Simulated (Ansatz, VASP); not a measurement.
# One calculation of BaTiO3, two programs

The input INCAR:

```
SYSTEM = BaTiO3
ALGO = Normal
EDIFF = 1E-6
ENCUT = 1340
GGA = PS
GGA_COMPAT = .FALSE.
ISIF = 2
ISMEAR = 0
LASPH = .TRUE.
LCHARG = .FALSE.
LREAL = .FALSE.
LWAVE = .FALSE.
NBANDS = 28
NELM = 120
PREC = Accurate
SIGMA = 0.05
```

KPOINTS

```
k-points
0
G
  6 6 6
  0 0 0
```

Contents of POSCAR:

```
BaTiO3
1.0
    4.0060000000      0.0000000000      0.0000000000
    0.0000000000      4.0060000000      0.0000000000
    0.0000000000      0.0000000000      4.0060000000
Ba Ti O
1 1 3
Direct
    0.5000000000      0.5000000000      0.5000000000
    0.0000000000      0.0000000000      0.0000000000
    0.5000000000      0.0000000000      0.0000000000
    0.0000000000      0.5000000000      0.0000000000
    0.0000000000      0.0000000000      0.5000000000
```

Input for Ansatz:

```yaml
crystal:
  lattice:
    - [4.006, 0.0, 0.0]
    - [0.0, 4.006, 0.0]
    - [0.0, 0.0, 4.006]
  atoms:
    - { symbol: Ba, position: [0.5, 0.5, 0.5] }
    - { symbol: Ti, position: [0.0, 0.0, 0.0] }
    - { symbol: O, position: [0.5, 0.0, 0.0] }
    - { symbol: O, position: [0.0, 0.5, 0.0] }
    - { symbol: O, position: [0.0, 0.0, 0.5] }
basis:
  ecutwfc: 550.0
kpoints:
  mp_grid:
    grid: [6, 6, 6]
hamiltonian:
  xc: pbesol
scf:
  occupations:
    method: gaussian
    width: 0.05
output:
  stress: true
```

Alike in both runs: task single point; functional PBEsol; k mesh 6 × 6 × 6; occupations gaussian, width 0.05 eV; no spin polarisation.

|  | VASP | Ansatz |
| --- | --- | --- |
| version | VASP 6.6.1 | Ansatz 0.2.0 |
| potentials or method | VASP PAW PBE potentials, release 64 (Ba_sv, Ti_sv, O_h), cutoff 1340 eV | plane waves, PAW |
| valence electrons in the cell | 40 | 40 |

```csv
,VASP,Ansatz,Ansatz less VASP
pressure (GPa),-2.9,-4.6,-1.66
```

VASP's potentials were made for PBE, not for PBEsol.

Spin-orbit coupling is off throughout.
